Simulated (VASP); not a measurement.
# PtS2: relaxation of cell and atoms with PBE

Crystal: PtS2.

```xyz
6
Lattice="3.8816 0.0000 0.0000 0.0000 3.8816 0.0000 0.0000 0.0000 8.7646" Properties=species:S:1:pos:R:3 pbc="T T T"
Pt    1.9408    0.0000    0.0000
Pt    0.0000    1.9408    4.3823
S     1.9408    1.9408    7.8342
S     1.9408    1.9408    5.3127
S     1.9408    1.9408    0.9304
S     1.9408    1.9408    3.4519
```

| Property | Result |
| --- | --- |
| Program | VASP 6.6.1 |
| Task | relaxation of cell and atoms |
| Functional | PBE |
| Potentials or basis | VASP PAW PBE potentials, release 64 (Pt, S) |
| Cutoff | 600 eV |
| k mesh | 4 × 4 × 2 |
| Occupations | gaussian, width 0.1 eV |
| Spin | no spin polarisation |
| Dipole correction | no |
| Further INCAR settings | ALGO = Normal; EDIFF = 1e-07; IBRION = 2; EDIFFG = -0.04; NSW = 90; ISIF = 3 |

```yaml
Relaxed_volume: 22.58 Å³/atom
Relaxed_cell: a = 3.745 Å, b = 3.745 Å, c = 9.661 Å, α = 90.00°, β = 90.00°, γ = 90.00°
Space_group_after_relaxing_to_0.05_Å: P4_2/mmc (No. 131)
Energy_gained_by_relaxing: 971.3 meV/atom
Ionic_steps: 17
Pressure_after_relaxing: 0.1 GPa
Largest_force_after_relaxing: 0.031 eV/Å
Band_gap_on_the_k_mesh: zero (band 22 reaches 4.70 eV, above the bottom of band 23 at 3.99 eV)
```

Forces on the atoms (eV/Å):
```
Pt   0.000  0.000  0.000
Pt   0.000  0.000  0.000
S    0.000  0.000 -0.031
S    0.000  0.000  0.031
S    0.000  0.000  0.031
S    0.000  0.000 -0.031
```

Step by step:
| step | energy change (eV) | largest force (eV/Å) | pressure (GPa) | volume (Å³) |
| --- | --- | --- | --- | --- |
| 1 | 0.0000 | 8.6273 | 32.57 | 132.05 |
| 2 | 0.6868 | 0.7780 | -11.62 | 235.71 |
| 3 | -4.4799 | 0.5761 | -7.90 | 166.95 |
| 4 | -4.5990 | 0.7229 | -6.48 | 163.01 |
| 5 | -4.6774 | 0.7538 | -3.65 | 157.04 |
| 6 | -4.6775 | 0.7729 | -3.35 | 156.51 |
| 7 | -5.1713 | 1.2067 | -1.87 | 147.49 |
| 8 | -5.3814 | 1.1651 | 0.63 | 138.90 |
| 9 | -5.3934 | 1.2781 | 1.56 | 136.30 |
| 10 | -5.6913 | 0.4980 | -1.57 | 135.19 |
| 11 | -5.7067 | 0.0873 | -2.02 | 134.88 |
| 12 | -5.4475 | 2.8124 | 5.01 | 128.16 |
| 13 | -5.7493 | 0.4198 | -0.38 | 132.75 |
| 14 | -5.7973 | 0.0207 | 0.97 | 131.98 |
| 15 | -5.8000 | 0.1565 | 1.40 | 131.74 |
| 16 | -5.8277 | 0.0441 | 0.22 | 135.03 |
| 17 | -5.8281 | 0.0311 | 0.08 | 135.48 |

Final structure:
```
Pt S
1.0
     3.74471    0.00000    0.00000
     0.00000    3.74471    0.00000
     0.00000    0.00000    9.66123
Pt S
2 4
Direct
  0.50000 0.00000 0.00000
  0.00000 0.50000 0.50000
  0.50000 0.50000 0.85425
  0.50000 0.50000 0.64575
  0.50000 0.50000 0.14575
  0.50000 0.50000 0.35425
```

Levels at points of the mesh, in eV from the Fermi level:
| k point | band 18 | band 19 | band 20 | band 21 | band 22 | band 23 | band 24 | band 25 | band 26 |
| --- | --- | --- | --- | --- | --- | --- | --- | --- | --- |
| (0.00, 0.00, 0.00) | -2.15 | -1.43 | -1.43 | -0.33 | -0.33 | 0.79 | 3.22 | 3.22 | 4.31 |
| (0.50, 0.00, 0.00) | -1.99 | -1.61 | -1.02 | -0.12 | 0.07 | 0.59 | 1.16 | 3.10 | 3.31 |
| (0.50, 0.50, 0.00) | -1.45 | -1.17 | -0.84 | -0.84 | -0.17 | -0.17 | 0.71 | 1.35 | 2.35 |
| (0.00, 0.00, 0.50) | -2.40 | -2.16 | -2.16 | 0.44 | 0.44 | 2.45 | 2.45 | 2.55 | 2.55 |
| (0.50, 0.00, 0.50) | -1.99 | -1.18 | -0.58 | -0.56 | -0.26 | -0.18 | 2.76 | 3.24 | 3.94 |
| (0.50, 0.50, 0.50) | -2.30 | -0.69 | -0.69 | -0.46 | -0.46 | 0.02 | 0.02 | 2.79 | 2.79 |

It took 5.9 min on 1 thread of Intel(R) Xeon(R) 6975P-C (Granite Rapids), with other jobs on the host, peak memory 0.28 GiB.

Caveat: the k points lie up to 0.42 Å⁻¹ apart in the final cell; spin-orbit coupling is left out, which moves the levels of the heavy elements.
